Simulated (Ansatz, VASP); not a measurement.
# MgS: VASP beside Ansatz

File POSCAR:

```
MgS
1.0
    0.0000000000      2.5481866262      2.6339136872
    2.5481866262      0.0000000000      2.6339136872
    2.5481866262      2.5481866262      0.0000000000
Mg S
1 1
Direct
    0.0000000000      0.0000000000      0.0000000000
    0.5000000000      0.5000000000      0.5000000000
```

The input INCAR.step1:

```
PREC = Accurate
ENCUT = 920
ISMEAR = 0
SIGMA = 0.01
LREAL = F
LASPH = T
NELM = 120
NBANDS = 15
GGA = PE
ALGO = Normal
EDIFF = 1E-5
LWAVE = T
LCHARG = F
GGA_COMPAT = F
```

Contents of INCAR.step2:

```
PREC = Accurate
ENCUT = 920
EDIFF = 1E-6
ISMEAR = 0
SIGMA = 0.01
LREAL = F
LASPH = T
NELM = 120
ALGO = Normal
ISIF = 2
LWAVE = F
LCHARG = F
METAGGA = R2SCAN
LMIXTAU = T
NBANDS = 15
ISTART = 1
GGA_COMPAT = F
```

File KPOINTS:

```
regular mesh
0
Gamma
  8 8 8
```

Input for Ansatz:

```yaml
crystal:
  lattice:
    - [0.0, 2.5481866262, 2.6339136872]
    - [2.5481866262, 0.0, 2.6339136872]
    - [2.5481866262, 2.5481866262, 0.0]
  atoms:
    - { symbol: Mg, position: [0.0, 0.0, 0.0] }
    - { symbol: S, position: [0.5, 0.5, 0.5] }
kpoints:
  mp_grid: { grid: [8, 8, 8] }
  band_path:
    path:
      - [0.0, 0.0, 0.0]
      - [0.5, 0.0, 0.5]
      - [0.625, 0.25, 0.625]
      - [0.375, 0.375, 0.75]
      - [0.5, 0.5, 0.5]
      - [0.5, 0.25, 0.75]
      - [0.0, 0.5, 0.5]
    npoints: 1
hamiltonian:
  xc: r2scan
scf:
  occupations: { method: fixed }
  n_extra_bands: 4
output:
  forces: true
  stress: true
  eigenvalues: true
  write_density: true
  write_potential: true
  elf: true
  volumetric_format: npy
```

Change from the starting cell: epitaxial_xy strain -2.0%.

Alike in both runs: task single point; functional r2SCAN; k mesh 8 × 8 × 8; no spin polarisation.

|  | VASP | Ansatz |
| --- | --- | --- |
| version | VASP 6.6.1 | Ansatz 0.2.0 |
| potentials or method | VASP PAW PBE potentials, release 64 (Mg_sv, S) | plane waves, PAW |
| plane-wave cutoff (eV) | 920 | 500 |
| occupations | gaussian, width 0.01 eV | fixed |
| valence electrons in the cell | 16 | 16 |

Ansatz gave:

```
gap on the k mesh at the Fermi level (eV)                     : 3.38
pressure (GPa)                                                : 2.7
traceless stress, the component that is largest in VASP (GPa) : -2.65
```

Task: Estimate VASP's values.

Result: gap on the k mesh at the Fermi level (eV): 3.42; pressure (GPa): 2.8; traceless stress, the component that is largest in VASP (GPa): -2.64.

VASP's potentials were made for PBE, not for r2SCAN.
